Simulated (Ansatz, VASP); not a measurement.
W in VASP and in Ansatz

```
CELL_PARAMETERS angstrom
1.99900 -1.99900 0.00000
1.99900 0.00000 -1.99900
8.42900 8.42900 8.42900
ATOMIC_POSITIONS crystal
W 0.66667 0.66667 0.07904
W 0.00000 0.00000 0.86956
W 0.33333 0.33333 0.23714
W 0.66667 0.66667 0.55335
W 0.00000 0.00000 0.39525
W 0.33333 0.33333 0.71146
```

Alike in both runs: task single point; functional PBEsol; k mesh 24 × 24 × 5; occupations gaussian, width 0.15 eV; no spin polarisation.

|  | VASP | Ansatz |
| --- | --- | --- |
| version | VASP 6.6.1 | Ansatz 0.2.0 |
| potentials or method | VASP PAW PBE potentials, release 64 (W_sv), cutoff 520 eV | scalar-relativistic, plane waves, PAW |
| valence electrons in the cell | 84 | 84 |

VASP gave:

- gap on the k mesh at the Fermi level (eV): none
- pressure (GPa): -6.7
- traceless stress, the component that is largest in VASP (GPa): 1.07
- rms of the force components (eV/Å): 0.683

Problem. Which values does Ansatz return?

Solution. gap on the k mesh at the Fermi level (eV): none; pressure (GPa): -7.3; traceless stress, the component that is largest in VASP (GPa): 1.06; rms of the force components (eV/Å): 0.674.

VASP's potentials were made for PBE, not for PBEsol. Atom by atom the forces differ by 0.009 eV/Å (rms over components). A gap of «none» marks a metal or a gap that the smearing closes.

Neither program's run includes spin-orbit coupling.
